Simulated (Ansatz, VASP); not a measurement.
## ZnSe2 in VASP and in Ansatz

```xyz
12
Lattice="6.0520 0.0000 0.0000 0.0000 6.0520 0.0000 0.0000 0.0000 6.4668" Properties=species:S:1:pos:R:3 pbc="T T T"
Zn    3.0260    3.0260    0.0000
Zn    3.0260    0.0000    3.2334
Zn    0.0000    3.0260    3.2334
Zn    0.0000    0.0000    0.0000
Se    0.6655    5.3781    2.5217
Se    5.3865    2.3521    0.7117
Se    2.3605    0.6740    5.7551
Se    3.6915    3.7000    3.9451
Se    5.3865    0.6740    3.9451
Se    0.6655    3.7000    5.7551
Se    3.6915    5.3781    0.7117
Se    2.3605    2.3521    2.5217
```

Alike in both runs: task single point; functional PBEsol; k mesh 6 × 6 × 6; occupations gaussian, width 0.02 eV; no spin polarisation.

|  | VASP | Ansatz |
| --- | --- | --- |
| version | VASP 6.6.1 | Ansatz 0.2.0 |
| potentials or method | VASP PAW PBE potentials, release 64 (Zn, Se), cutoff 520 eV | scalar-relativistic, plane waves, PAW |
| valence electrons in the cell | 96 | 176 |

Ansatz gave:

```
gap on the k mesh at the Fermi level (eV)                     : 0.48
least direct gap on the mesh (eV)                             : 0.52
pressure (GPa)                                                : 2.2
traceless stress, the component that is largest in VASP (GPa) : -2.24
rms of the force components (eV/Å)                            : 0.000
```

**Question.** What did VASP give for the same quantities?

**Answer.** gap on the k mesh at the Fermi level (eV): 0.48; least direct gap on the mesh (eV): 0.53; pressure (GPa): 2.5; traceless stress, the component that is largest in VASP (GPa): -2.29; rms of the force components (eV/Å): 0.014.

VASP's potentials were made for PBE, not for PBEsol. Atom by atom the forces differ by 0.013 eV/Å (rms over components). VASP's potentials hold 96 valence electrons a cell and Ansatz's 176, so a difference there can come from the potentials and not from the codes.
